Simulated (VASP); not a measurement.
Set up this calculation in VASP 6.6.1, as the native input.

```yaml
Task: single point
Functional: LDA
Potentials_or_basis: VASP PAW LDA potentials, release 64 (Ni_sv_GW)
Cutoff: 590 eV
k_mesh: 12 × 12 × 7
Occupations: gaussian, width 0.1 eV
Spin: collinear spin, ferromagnetic start
Starting_moments: "[1.0, 1.0] μB"
Dipole_correction: no
Second_run: valence_matched
Further_INCAR_settings: ALGO = Normal; EDIFF = 1e-06; NBANDS = 29
```

The structure of Ni lies in POSCAR:

```
Ni
1.0
    2.4480228978      0.0000000000      0.0000000000
   -1.2240114489      2.1200500186      0.0000000000
    0.0000000000      0.0000000000      4.0728075700
Ni
2
Direct
    0.6666666667      0.3333333333      0.7500000000
    0.3333333333      0.6666666667      0.2500000000
```

One way to write it, as run:

INCAR

```
SYSTEM = Ni
  PREC = Accurate
  ENCUT = 590
  EDIFF = 1E-6
  ISMEAR = 0
  SIGMA = 0.1
  LREAL = .FALSE.
  LASPH = .TRUE.
  NELM = 200
  ALGO = Normal
  ISIF = 2
  LWAVE = .FALSE.
  LCHARG = .TRUE.
  ISPIN = 2
  MAGMOM = 1 1
  LORBIT = 11
  LMAXMIX = 4
  GGA = CA
  LELF = .TRUE.
  LVHAR = .TRUE.
  NBANDS = 29
  GGA_COMPAT = .FALSE.
```

KPOINTS

```
regular mesh
0
G
  12 12 7
  0 0 0
```

Potentials or basis: VASP PAW LDA potentials, release 64 (Ni_sv_GW).

Launch:

```console
$ cat potpaw_LDA.64/Ni_sv_GW/POTCAR > POTCAR
$ mpirun -np 1 vasp_std > vasp.out
```

Results of the run:

* Pressure: -14.8 GPa
* Net moment: 1.20 μB per cell
* Site moments: Ni +0.63 μB
* Valence electrons inside the program's atomic spheres: Ni 16.39

Run time: 63 s on 1 thread of Intel(R) Xeon(R) 6975P-C (Granite Rapids), on a shared host, peak memory 0.2 GiB.
